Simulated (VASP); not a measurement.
# AlN (Fm-3m) in VASP: further runs

AlN is run at these levels: PBEsol; tasks: single point.

The COD entry that gives the cell may itself be a prediction, so a difference from it is no test against experiment.

All numbers are computed with VASP 6.6.1; they aren't measurements. Logs are shortened: lines on timing, memory, paths and dates and some standing lists are left out, and cuts for length are marked.

### 1 The cell of the first run

The structure is cubic, space group Fm-3m (No. 225). Conventional cell: a = 3.990 Å, b = 3.990 Å, c = 3.990 Å, α = 90.00°, β = 90.00°, γ = 90.00°. Al (site symmetry m-3m) has 6 N at 1.99 Å within 2.6 Å. Within 2.6 Å of N (site symmetry m-3m) lie 6 Al at 1.99 Å.

### 2 Single point, PBEsol

Contents of INCAR:

```
SYSTEM = AlN
PREC = Accurate ; ENCUT = 600
EDIFF = 1E-6 ; ISMEAR = 0
SIGMA = 0.01 ; LREAL = .False.
LASPH = .True. ; NELM = 120
ALGO = Normal ; ISIF = 2
LWAVE = .False. ; LCHARG = .True.
GGA = PS ; LELF = .True.
LVHAR = .True. ; NBANDS = 11
GGA_COMPAT = .False.
```

Contents of KPOINTS:

```
Automatic mesh
0
Gamma
  8 8 8
  0 0 0
```

Contents of POSCAR:

```
AlN
1.0
    0.0000000000      1.9949108661      1.9949108661
    1.9949108661      0.0000000000      1.9949108661
    1.9949108661      1.9949108661      0.0000000000
Al N
1 1
Direct
    0.0000000000      0.0000000000      0.0000000000
    0.5000000000      0.5000000000      0.5000000000
```

Potentials or basis: VASP PAW PBE potentials, release 64 (Al, N).

On the command line:

```sh
$ cat potpaw_PBE.64/Al/POTCAR potpaw_PBE.64/N/POTCAR > POTCAR
$ mpirun -np 1 vasp_std > vasp.out
```

OUTCAR:

```text
SYSTEM = AlN
   PREC = Accurate
   ENCUT = 600
   EDIFF = 1E-6
   ISMEAR = 0
   LREAL = .False.
   LASPH = .True.
   NELM = 120
   ISIF = 2
   GGA = PS

 ion  position               nearest neighbor table
   1  0.000  0.000  0.000-   2 1.99   2 1.99   2 1.99   2 1.99   2 1.99   2 1.99
   2  0.500  0.500  0.500-   1 1.99   1 1.99   1 1.99   1 1.99   1 1.99   1 1.99

  LATTYP: Found a face centered cubic cell.
 ALAT       =     3.9898217322

  Lattice vectors:

 A1 = (   0.0000000000,   1.9949108661,   1.9949108661)
 A2 = (   1.9949108661,   0.0000000000,   1.9949108661)
 A3 = (   1.9949108661,   1.9949108661,   0.0000000000)

Analysis of symmetry for initial positions (statically):
=====================================================================
 Subroutine PRICEL returns:
 Original cell was already a primitive cell.

 Routine SETGRP: Setting up the symmetry group for a
 face centered cubic supercell.

 Subroutine GETGRP returns: Found 48 space group operations
 (whereof 48 operations were pure point group operations)
 out of a pool of 48 trial point group operations.

The static configuration has the point symmetry O_h .

Analysis of symmetry for dynamics (positions and initial velocities):
=====================================================================
 Subroutine PRICEL returns:
 Original cell was already a primitive cell.

 Routine SETGRP: Setting up the symmetry group for a
 face centered cubic supercell.

 Subroutine GETGRP returns: Found 48 space group operations
 (whereof 48 operations were pure point group operations)
 out of a pool of 48 trial point group operations.

The dynamic configuration has the point symmetry O_h .

 Subroutine INISYM returns: Found 48 space group operations
 (whereof 48 operations are pure point group operations),
 and found     1 'primitive' translations

----------------------------------------------------------------------------------------

                                     Primitive cell

  volume of cell :      15.8782

  direct lattice vectors                    reciprocal lattice vectors
     0.000000000  1.994910866  1.994910866    -0.250637765  0.250637765  0.250637765
     1.994910866  0.000000000  1.994910866     0.250637765 -0.250637765  0.250637765
     1.994910866  1.994910866  0.000000000     0.250637765  0.250637765 -0.250637765

  length of vectors
     2.821230003  2.821230003  2.821230003     0.434117343  0.434117343  0.434117343

  position of ions in fractional coordinates (direct lattice)
     0.000000000  0.000000000  0.000000000
     0.500000000  0.500000000  0.500000000

[... 81 lines left out ...]
   NFREE  =      0    steps in history (QN), initial steepest desc. (CG)
   ISIF   =      2    stress and relaxation
   ISYM   =      2    0-nonsym 1-usesym 2-fastsym
   POTIM  = 0.5000    time-step for ionic-motion
   TEBEG  =    0.0;   TEEND  =   0.0 temperature during run
   PSTRESS=    0.0 pullay stress
   NELECT =       8.0000    total number of electrons
   NUPDOWN=      -1.0000    fix difference up-down
   EMIN   =  10.00;   EMAX   =-10.00  energy-range for DOS
   EFERMI =   0.00;   METHOD = LEGACY
   ISMEAR =     0;   SIGMA  =   0.01  broadening in eV -4-tet -1-fermi 0-gaus
   EFERMI_NEDOS =   21; number of points for ismear=-14 and -15
   IALGO  =     38    algorithm
   IMIX   =      4    mixing-type and parameters
     AMIX     =   0.40;   BMIX     =  1.00
     AMIX_MAG =   1.60;   BMIX_MAG =  1.00
  volume/ion in A,a.u.               =       7.94        53.58
  Fermi-wavevector in a.u.,A,eV,Ry     =   1.302681  2.461710 23.088776  1.696977
  Thomas-Fermi vector in A             =   2.433733
   LORBIT       =      0    0 simple, 1 ext, 2 COOP (PROOUT), +10 PAW based schemes
   GGA     = PS    functional components
   LHFCALC =     F    Hartree Fock is set to
   AEXX    =    0.0000 exact exchange contribution
   IVDW    =     0    specifies the selected vdW correction
   LEPSILON=     F    determine dielectric tensor
   LRPA    =     F    only Hartree local field effects (RPA)
 non-spin polarized calculation
 Gauss-broadening in eV      SIGMA  =   0.01
  energy-cutoff  :      600.00
  volume of cell :       15.88
 maximum number of plane-waves:       544
 NGX is ok and might be reduce to    24
   NGX = 11   NGY = 11   NGZ = 11

 number of electron       7.9999999 magnetization

 Free energy of the ion-electron system (eV)
  ---------------------------------------------------
  ext. energy  EPLUGINS =         0.00000000
  ---------------------------------------------------
  free energy    TOTEN  =       -15.42617943 eV

  energy without entropy =      -15.42617943  energy(sigma->0) =      -15.42617943

 E-fermi :  10.4964     XC(G=0): -12.6418

 val. band max:       10.4143922114   @ k =   0.0000   0.0000   0.0000
 cond. band min:      15.3565597674   @ k =   0.5000   0.5000   0.0000
 fundamental gap:      4.9421675560
 Fermi energy:        10.4963608100

 k-point     1 :       0.0000    0.0000    0.0000
  band No.  band energies     occupation
      1      -7.5070      2.00000
      2      10.4144      2.00000
      3      10.4144      2.00000
      4      10.4144      2.00000
      5      16.6703      0.00000
      6      22.5643      0.00000
      7      22.5643      0.00000
      8      22.5643      0.00000
      9      27.7537      0.00000
     10      28.3949      0.00000
     11      28.3949      0.00000
[... 309 lines left out ...]
 k-point    24 :      -0.3750    0.2500    0.1250
  band No.  band energies     occupation
      1      -3.5106      2.00000
      2       2.6908      2.00000
      3       6.5293      2.00000
      4       8.3185      2.00000
      5      19.0295      0.00000
      6      19.2402      0.00000
      7      23.0473      0.00000
      8      23.5326      0.00000
      9      28.8765      0.00000
     10      29.9076      0.00000
     11      33.2483      0.00000

 [... further k-points ...]
[... 5 lines left out ...]
  --------------------------------------------------------------------------------------
  -------------------------------------------------------------------------------------
  Total        1.1466263      1.1466263      1.1466263     -0.0000000     -0.0000000      0.0000000
  in kB      115.6996372    115.6996372    115.6996372     -0.0000000     -0.0000000      0.0000000
  external PRESSURE =     115.6996372 kB  Pullay stress =       0.0000000 kB

 VOLUME and BASIS-vectors are now :
 -----------------------------------------------------------------------------
  energy-cutoff  :      600.00
  volume of cell :       15.88
      direct lattice vectors                 reciprocal lattice vectors
     0.000000000  1.994910866  1.994910866    -0.250637765  0.250637765  0.250637765
     1.994910866  0.000000000  1.994910866     0.250637765 -0.250637765  0.250637765
     1.994910866  1.994910866  0.000000000     0.250637765  0.250637765 -0.250637765

 POSITION                                       TOTAL-FORCE (eV/Angst)
 -----------------------------------------------------------------------------------
      0.00000      0.00000      0.00000         0.000000      0.000000      0.000000
      1.99491      1.99491      1.99491        -0.000000     -0.000000     -0.000000
 -----------------------------------------------------------------------------------
    total drift:                               -0.000000     -0.000000      0.000000

  FREE ENERGIE OF THE ION-ELECTRON SYSTEM (eV)
  ---------------------------------------------------
  free  energy   TOTEN  =       -15.4261794339 eV

  energy  without entropy=      -15.4261794339  energy(sigma->0) =      -15.42617943
```

stdout:

```text
POSCAR found type information on POSCAR AlN
 POSCAR found :  2 types and       2 ions
 scaLAPACK will be used
 -----------------------------------------------------------------------------
|                                                                             |
|                                                                             |
|     You enforced a specific xc type in the INCAR file but a different       |
|     I HOPE YOU KNOW WHAT YOU ARE DOING!                                     |
|                                                                             |
 -----------------------------------------------------------------------------

 LDA part: xc-table for (Slater+PW92), standard interpolation
 POSCAR, INCAR and KPOINTS ok, starting setup
 FFT: planning ... GRIDC
 FFT: planning ... GRID_SOFT
 FFT: planning ... GRID
 WAVECAR not read
 entering main loop
```

Wall time 4.4 s (1 thread of Intel Xeon 6975P-C, shared host); peak memory 0.13 GiB.

Results:

* Free energy: -15.4262 eV
* Pressure: 11.6 GPa
* Band gap on the k mesh: 4.94 eV, indirect (least direct gap 6.26 eV)

Caveat: the PAW data sets were made with another functional, which shifts forces and pressure a little. A hybrid or GW would open this gap; PBEsol tends to underestimate it.

### 3 Single point, PBEsol

This run uses another cell than the first one, of 8.09 Å³/atom, 1.019 times its volume.

Contents of INCAR:

```
  PREC = Accurate
  ENCUT = 600
  EDIFF = 1E-6
  ISMEAR = 0
  SIGMA = 0.01
  LREAL = F
  LASPH = T
  NELM = 120
  ALGO = Normal
  ISIF = 2
  LWAVE = F
  LCHARG = F
  GGA = PS
  NBANDS = 11
  GGA_COMPAT = F
```

Contents of KPOINTS:

```
regular mesh
0
Gamma
  8 8 8
```

Contents of POSCAR:

```
AlN
1.0
    0.0000000000      2.0076176473      2.0076176473
    2.0076176473      0.0000000000      2.0076176473
    2.0076176473      2.0076176473      0.0000000000
Al N
1 1
Direct
    0.0000000000      0.0000000000      0.0000000000
    0.5000000000      0.5000000000      0.5000000000
```

Potentials or basis: VASP PAW PBE potentials, release 64 (Al, N).

On the command line:

```sh
$ cat potpaw_PBE.64/Al/POTCAR potpaw_PBE.64/N/POTCAR > POTCAR
$ mpirun -np 1 vasp_std > vasp.out
```

Wall time 3.6 s (1 thread of Intel Xeon 6975P-C, shared host); peak memory 0.13 GiB.

It converged, with:

- Free energy: -15.4434 eV
- Pressure: 5.9 GPa
- Band gap on the k mesh: 4.76 eV, indirect (least direct gap 5.97 eV)

Levels at points of the mesh, in eV from the valence-band top:
```csv
k point,band 1,band 2,band 3,band 4,band 5,band 6,band 7,band 8,band 9
"(0.00, 0.00, 0.00)",-17.74,0.00,0.00,0.00,5.97,12.09,12.09,12.09,17.23
"(0.50, 0.00, 0.00)",-14.36,-8.50,-1.13,-1.13,6.17,11.07,11.07,13.57,16.18
"(0.50, 0.50, 0.00)",-13.33,-7.59,-2.88,-2.88,4.76,5.10,14.22,17.49,17.49
```

Caveat: the PAW data sets were made with another functional, which shifts forces and pressure a little.
